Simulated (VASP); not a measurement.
# PbO2 (Fm-3m) in VASP: notebook

PbO2 is run at these levels: PBE, BLYP+D4; tasks: single point.

Everything below comes from runs of VASP 6.6.1. Logs are shortened: lines on timing, memory, paths and dates and some standing lists are left out, and cuts for length are marked.

## Step 1: The cell of the first run

The structure is cubic, space group Fm-3m (No. 225). Conventional cell: a = 5.404 Å, b = 5.404 Å, c = 5.404 Å, α = 90.00°, β = 90.00°, γ = 90.00°. Pb (site symmetry m-3m) has 8 O at 2.34 Å within 3.1 Å. O (site symmetry -43m) has 4 Pb at 2.34 Å and 6 O at 2.70 Å within 3.1 Å.

## Step 2: Single point, PBE

INCAR reads:

```
SYSTEM = PbO2
PREC = Accurate
ENCUT = 520
EDIFF = 1E-7
ISMEAR = 0
SIGMA = 0.025
LREAL = .FALSE.
LASPH = .TRUE.
NELM = 80
ALGO = Normal
ISIF = 2
LWAVE = .FALSE.
LCHARG = .FALSE.
GGA = PE
NBANDS = 20
```

KPOINTS reads:

```
Automatic mesh
0
G
  9 9 9
  0 0 0
```

POSCAR reads:

```
PbO2
1.0
    0.0000000000      2.7019920000      2.7019920000
    2.7019920000      0.0000000000      2.7019920000
    2.7019920000      2.7019920000      0.0000000000
Pb O
1 2
Direct
    0.0000000000      0.0000000000      0.0000000000
    0.7500000000      0.7500000000      0.7500000000
    0.2500000000      0.2500000000      0.2500000000
```

Potentials or basis: VASP PAW PBE potentials, release 64 (Pb_d, O).

Launch:

```
$ cat potpaw_PBE.64/Pb_d/POTCAR potpaw_PBE.64/O/POTCAR > POTCAR
$ mpirun -np 1 vasp_std > vasp.out
```

OUTCAR:

```text
SYSTEM = PbO2
   PREC = Accurate
   ENCUT = 520
   EDIFF = 1E-7
   ISMEAR = 0
   LREAL = .FALSE.
   LASPH = .TRUE.
   NELM = 80
   ISIF = 2
   GGA = PE

 ion  position               nearest neighbor table
   1  0.000  0.000  0.000-   2 2.34   2 2.34   2 2.34   3 2.34   3 2.34   3 2.34   3 2.34   2 2.34

   2  0.750  0.750  0.750-   1 2.34   1 2.34   1 2.34   1 2.34
   3  0.250  0.250  0.250-   1 2.34   1 2.34   1 2.34   1 2.34

  LATTYP: Found a face centered cubic cell.
 ALAT       =     5.4039840000

  Lattice vectors:

 A1 = (   0.0000000000,   2.7019920000,   2.7019920000)
 A2 = (   2.7019920000,   0.0000000000,   2.7019920000)
 A3 = (   2.7019920000,   2.7019920000,   0.0000000000)

Analysis of symmetry for initial positions (statically):
=====================================================================
 Subroutine PRICEL returns:
 Original cell was already a primitive cell.

 Routine SETGRP: Setting up the symmetry group for a
 face centered cubic supercell.

 Subroutine GETGRP returns: Found 48 space group operations
 (whereof 48 operations were pure point group operations)
 out of a pool of 48 trial point group operations.

The static configuration has the point symmetry O_h .

Analysis of symmetry for dynamics (positions and initial velocities):
=====================================================================
 Subroutine PRICEL returns:
 Original cell was already a primitive cell.

 Routine SETGRP: Setting up the symmetry group for a
 face centered cubic supercell.

 Subroutine GETGRP returns: Found 48 space group operations
 (whereof 48 operations were pure point group operations)
 out of a pool of 48 trial point group operations.

The dynamic configuration has the point symmetry O_h .

 Subroutine INISYM returns: Found 48 space group operations
 (whereof 48 operations are pure point group operations),
 and found     1 'primitive' translations

----------------------------------------------------------------------------------------

                                     Primitive cell

  volume of cell :      39.4532

  direct lattice vectors                    reciprocal lattice vectors
     0.000000000  2.701992000  2.701992000    -0.185048660  0.185048660  0.185048660
     2.701992000  0.000000000  2.701992000     0.185048660 -0.185048660  0.185048660
     2.701992000  2.701992000  0.000000000     0.185048660  0.185048660 -0.185048660

  length of vectors
     3.821193732  3.821193732  3.821193732     0.320513682  0.320513682  0.320513682

  position of ions in fractional coordinates (direct lattice)
     0.000000000  0.000000000  0.000000000
     0.750000000  0.750000000  0.750000000
     0.250000000  0.250000000  0.250000000

  ion indices of the primitive-cell ions
   primitive index   ion index
                 1           1
                 2           2
                 3           3

----------------------------------------------------------------------------------------

 KPOINTS: Automatic mesh

Automatic generation of k-mesh.
 Grid dimensions read from file:
 generate k-points for:    9    9    9

 Generating k-lattice:

  Cartesian coordinates                     Fractional coordinates (reciprocal lattice)
    -0.020560962  0.020560962  0.020560962     0.111111111  0.000000000  0.000000000
     0.020560962 -0.020560962  0.020560962     0.000000000  0.111111111  0.000000000
     0.020560962  0.020560962 -0.020560962     0.000000000  0.000000000  0.111111111

  Length of vectors
     0.035612631  0.035612631  0.035612631

  Shift w.r.t. Gamma in fractional coordinates (k-lattice)
     0.000000000  0.000000000  0.000000000

 Subroutine IBZKPT returns following result:
 ===========================================

 Found     35 irreducible k-points:

 Following reciprocal coordinates:
            Coordinates               Weight
  0.000000  0.000000  0.000000      1.000000
  0.111111  0.000000  0.000000      8.000000
  0.222222  0.000000  0.000000      8.000000
  0.333333  0.000000  0.000000      8.000000
  0.444444  0.000000  0.000000      8.000000
  0.111111  0.111111  0.000000      6.000000
[... 16 lines left out ...]
 -0.333333  0.333333  0.000000     12.000000
  0.444444  0.444444  0.000000      6.000000
 [... further k-points ...]
   k-points           NKPTS =     35   k-points in BZ     NKDIM =     35   number of bands    NBANDS=     20
   number of dos      NEDOS =    301   number of ions     NIONS =      3
   total plane-waves  NPLWV =  21952
   dimension x,y,z NGX =    28 NGY =   28 NGZ =   28
   dimension x,y,z NGXF=    56 NGYF=   56 NGZF=   56
   ions per type =               1   2
   NGX,Y,Z   is equivalent  to a cutoff of  12.18, 12.18, 12.18 a.u.
   NGXF,Y,Z  is equivalent  to a cutoff of  24.36, 24.36, 24.36 a.u.
 SYSTEM =  PbO2
   PREC   = accura    normal or accurate (medium, high low for compatibility)
   ISTART =      0    job   : 0-new  1-cont  2-samecut
   ICHARG =      2    charge: 1-file 2-atom 10-const
   ISPIN  =      1    spin polarized calculation?
   LNONCOLLINEAR =      F non collinear calculations
   LSORBIT =      F    spin-orbit coupling
   LASPH  =      T    aspherical Exc in radial PAW
   ENCUT  =  520.0 eV  38.22 Ry    6.18 a.u.   7.10  7.10  7.10*2*pi/ulx,y,z
   NELM   =     80;   NELMIN=  2; NELMDL= -5     # of ELM steps
   EDIFF  = 0.1E-06   stopping-criterion for ELM
   LREAL  =      F    real-space projection
   EDIFFG = 0.1E-05   stopping-criterion for IOM
   NSW    =      0    number of steps for IOM
   IBRION =     -1    ionic relax: 0-MD 1-quasi-New 2-CG
   NFREE  =      0    steps in history (QN), initial steepest desc. (CG)
   ISIF   =      2    stress and relaxation
   ISYM   =      2    0-nonsym 1-usesym 2-fastsym
   POTIM  = 0.5000    time-step for ionic-motion
   TEBEG  =    0.0;   TEEND  =   0.0 temperature during run
   PSTRESS=    0.0 pullay stress
   NELECT =      26.0000    total number of electrons
   NUPDOWN=      -1.0000    fix difference up-down
   EMIN   =  10.00;   EMAX   =-10.00  energy-range for DOS
   EFERMI =   0.00;   METHOD = LEGACY
   ISMEAR =     0;   SIGMA  =   0.03  broadening in eV -4-tet -1-fermi 0-gaus
   EFERMI_NEDOS =   21; number of points for ismear=-14 and -15
   IALGO  =     38    algorithm
   IMIX   =      4    mixing-type and parameters
     AMIX     =   0.40;   BMIX     =  1.00
     AMIX_MAG =   1.60;   BMIX_MAG =  1.00
  volume/ion in A,a.u.               =      13.15        88.75
  Fermi-wavevector in a.u.,A,eV,Ry     =   1.424640  2.692180 27.614384  2.029600
  Thomas-Fermi vector in A             =   2.545110
   LORBIT       =      0    0 simple, 1 ext, 2 COOP (PROOUT), +10 PAW based schemes
   GGA     = PE    functional components
   LHFCALC =     F    Hartree Fock is set to
   AEXX    =    0.0000 exact exchange contribution
   IVDW    =     0    specifies the selected vdW correction
   LEPSILON=     F    determine dielectric tensor
   LRPA    =     F    only Hartree local field effects (RPA)
 non-spin polarized calculation
 Gauss-broadening in eV      SIGMA  =   0.03
  energy-cutoff  :      520.00
  volume of cell :       39.45
 maximum number of plane-waves:      1073
   NGX = 15   NGY = 15   NGZ = 15

 number of electron      25.9999989 magnetization

 Free energy of the ion-electron system (eV)
  ---------------------------------------------------
  ext. energy  EPLUGINS =         0.00000000
  ---------------------------------------------------
  free energy    TOTEN  =       -15.61046878 eV

  energy without entropy =      -15.60991709  energy(sigma->0) =      -15.61019294

 E-fermi :   5.5717     XC(G=0): -11.1441

 val. band max:        5.5379091498   @ k =  -0.3333   0.4444   0.1111
 cond. band min:       5.5756801405   @ k =  -0.3333   0.4444   0.2222
 fundamental gap:      0.0377709907
 Fermi energy:         5.5716833659

 k-point     1 :       0.0000    0.0000    0.0000
  band No.  band energies     occupation
      1     -12.8742      2.00000
      2     -10.0669      2.00000
      3     -10.0491      2.00000
      4     -10.0491      2.00000
      5     -10.0491      2.00000
      6      -9.8167      2.00000
[... 12 lines left out ...]
     19      21.2148      0.00000
     20      21.2148      0.00000

 k-point     2 :       0.1111    0.0000    0.0000
  band No.  band energies     occupation
      1     -12.7756      2.00000
      2     -10.6561      2.00000
      3     -10.0345      2.00000
      4     -10.0345      2.00000
      5      -9.8176      2.00000
      6      -9.8176      2.00000
[... 12 lines left out ...]
     19      21.1070      0.00000
     20      21.1070      0.00000

 k-point     3 :       0.2222    0.0000    0.0000
  band No.  band energies     occupation
      1     -12.5265      2.00000
      2     -11.1222      2.00000
      3     -10.0035      2.00000
      4     -10.0035      2.00000
      5      -9.8133      2.00000
      6      -9.8133      2.00000
[... 12 lines left out ...]
     19      20.9147      0.00000
     20      20.9147      0.00000

 k-point     4 :       0.3333    0.0000    0.0000
  band No.  band energies     occupation
      1     -12.2992      2.00000
      2     -11.3146      2.00000
      3      -9.9829      2.00000
      4      -9.9829      2.00000
      5      -9.7925      2.00000
      6      -9.7925      2.00000
[... 12 lines left out ...]
     19      20.7808      0.00000
     20      20.7808      0.00000

 k-point     5 :       0.4444    0.0000    0.0000
  band No.  band energies     occupation
      1     -12.2536      2.00000
      2     -11.2315      2.00000
      3      -9.9783      2.00000
      4      -9.9783      2.00000
      5      -9.7694      2.00000
      6      -9.7694      2.00000
[... 12 lines left out ...]
     19      20.7147      0.00000
     20      20.7147      0.00000

 k-point     6 :       0.1111    0.1111    0.0000
  band No.  band energies     occupation
      1     -12.7410      2.00000
      2     -10.7615      2.00000
      3     -10.0216      2.00000
      4     -10.0216      2.00000
      5      -9.8284      2.00000
      6      -9.8093      2.00000
[... 12 lines left out ...]
     19      20.8949      0.00000
     20      21.2663      0.00000

 k-point     7 :       0.2222    0.1111    0.0000
  band No.  band energies     occupation
      1     -12.5341      2.00000
      2     -11.1449      2.00000
      3      -9.9891      2.00000
      4      -9.9818      2.00000
      5      -9.8361      2.00000
      6      -9.8005      2.00000
[... 12 lines left out ...]
     19      21.1503      0.00000
     20      21.2370      0.00000
[... 277 lines left out ...]
 k-point    20 :       0.3333    0.3333    0.0000
  band No.  band energies     occupation
      1     -11.8983      2.00000
      2     -11.8177      2.00000
      3      -9.9012      2.00000
      4      -9.8642      2.00000
      5      -9.8642      2.00000
      6      -9.7686      2.00000
[... 12 lines left out ...]
     19      21.6274      0.00000
     20      23.5900      0.00000

 k-point    21 :       0.4444    0.3333    0.0000
  band No.  band energies     occupation
      1     -11.9528      2.00000
      2     -11.7089      2.00000
      3      -9.9166      2.00000
      4      -9.8402      2.00000
      5      -9.7604      2.00000
      6      -9.7322      2.00000
[... 12 lines left out ...]
     19      21.8089      0.00000
     20      23.1484      0.00000

 k-point    22 :      -0.4444    0.3333    0.0000
  band No.  band energies     occupation
      1     -11.9957      2.00000
      2     -11.6681      2.00000
      3      -9.9049      2.00000
      4      -9.8380      2.00000
      5      -9.7726      2.00000
      6      -9.4203      2.00000
[... 12 lines left out ...]
     19      21.9691      0.00000
     20      22.7233      0.00000

 k-point    23 :      -0.3333    0.3333    0.0000
  band No.  band energies     occupation
      1     -11.9655      2.00000
      2     -11.7291      2.00000
      3      -9.8797      2.00000
      4      -9.8540      2.00000
      5      -9.8039      2.00000
      6      -9.0511      2.00000
[... 12 lines left out ...]
     19      21.2259      0.00000
     20      23.2726      0.00000

 k-point    24 :       0.4444    0.4444    0.0000
  band No.  band energies     occupation
      1     -12.0521      2.00000
      2     -11.5338      2.00000
      3      -9.9341      2.00000
      4      -9.8056      2.00000
      5      -9.8056      2.00000
      6      -9.7545      2.00000
[... 12 lines left out ...]
     19      21.8012      0.00000
     20      22.5640      0.00000

 [... further k-points ...]
[... 5 lines left out ...]
  --------------------------------------------------------------------------------------
  -------------------------------------------------------------------------------------
  Total        0.1439945      0.1439945      0.1439945      0.0000000      0.0000000     -0.0000000
  in kB        5.8475561      5.8475561      5.8475561      0.0000000      0.0000000     -0.0000000
  external PRESSURE =       5.8475561 kB  Pullay stress =       0.0000000 kB

 VOLUME and BASIS-vectors are now :
 -----------------------------------------------------------------------------
  energy-cutoff  :      520.00
  volume of cell :       39.45
      direct lattice vectors                 reciprocal lattice vectors
     0.000000000  2.701992000  2.701992000    -0.185048660  0.185048660  0.185048660
     2.701992000  0.000000000  2.701992000     0.185048660 -0.185048660  0.185048660
     2.701992000  2.701992000  0.000000000     0.185048660  0.185048660 -0.185048660

 POSITION                                       TOTAL-FORCE (eV/Angst)
 -----------------------------------------------------------------------------------
      0.00000      0.00000      0.00000         0.000000      0.000000     -0.000000
      4.05299      4.05299      4.05299        -0.000000     -0.000000     -0.000000
      1.35100      1.35100      1.35100         0.000000      0.000000      0.000000
 -----------------------------------------------------------------------------------
    total drift:                                0.000000      0.000000      0.000000

  FREE ENERGIE OF THE ION-ELECTRON SYSTEM (eV)
  ---------------------------------------------------
  free  energy   TOTEN  =       -15.6104687840 eV

  energy  without entropy=      -15.6099170930  energy(sigma->0) =      -15.61019294
```

Run time: 50 s. Hardware: 1 thread of AMD EPYC 7R13, shared host; peak memory 0.14 GiB.

Results:

- Free energy: -15.6105 eV
- Pressure: 0.6 GPa
- Band gap on the k mesh: zero (band 13 reaches 5.58 eV, above the bottom of band 14 at 4.43 eV)

Caveat: spin-orbit coupling is left out, which moves the levels of the heavy elements.

## Step 3: Single point, BLYP+D4

This run uses another cell than the first one, of 12.36 Å³/atom, 0.940 times its volume.

INCAR reads:

```
AGGAC = 1.0
AGGAX = 1.0
ALDAC = 0.0
ALDAX = 1.0
ALGO = Normal
EDIFF = 1E-6
ENCUT = 520
GGA = B5
ISIF = 2
ISMEAR = -1
IVDW = 13
LASPH = T
LCHARG = F
LREAL = F
LWAVE = F
NBANDS = 20
NELM = 100
PREC = Accurate
SIGMA = 0.025
VDW_A1 = 0.44488865
VDW_A2 = 4.0933009
VDW_S6 = 1.0
VDW_S8 = 2.34076671
```

KPOINTS reads:

```
k-points
0
Gamma
  9 9 9
```

POSCAR reads:

```
PbO2
1.0
    0.0000000000      2.6468338291      2.6468338291
    2.6468338291      0.0000000000      2.6468338291
    2.6468338291      2.6468338291      0.0000000000
Pb O
1 2
Direct
    0.0000000000      0.0000000000      0.0000000000
    0.7500000000      0.7500000000      0.7500000000
    0.2500000000      0.2500000000      0.2500000000
```

Potentials or basis: VASP PAW PBE potentials, release 64 (Pb_d, O).

Launch:

```
$ cat potpaw_PBE.64/Pb_d/POTCAR potpaw_PBE.64/O/POTCAR > POTCAR
$ mpirun -np 1 vasp_std > vasp.out
```

It took 75 s on 1 thread of AMD EPYC 7R13, shared host; peak memory 0.14 GiB.

Results (log left out):

```yaml
Free_energy: -15.8991 eV
Pressure: 10.6 GPa
Band_gap_on_the_k_mesh: zero (band 13 reaches 6.75 eV, above the bottom of band 14 at 5.49 eV)
Dispersion_energy_per_atom: -0.541 eV
```

Levels at points of the mesh, in eV from the Fermi level:
```tsv
k point	band 10	band 11	band 12	band 13	band 14	band 15	band 16	band 17
(0.00, 0.00, 0.00)	-1.98	-1.98	-1.28	-1.28	-1.28	7.31	7.31	7.31
```

Caveat: the PAW data sets were made with another functional, which shifts forces and pressure a little; spin-orbit coupling is left out, which moves the levels of the heavy elements; pairwise dispersion overbinds metals, which lowers pressure and volume.

(Continued in part 2 of 2.)
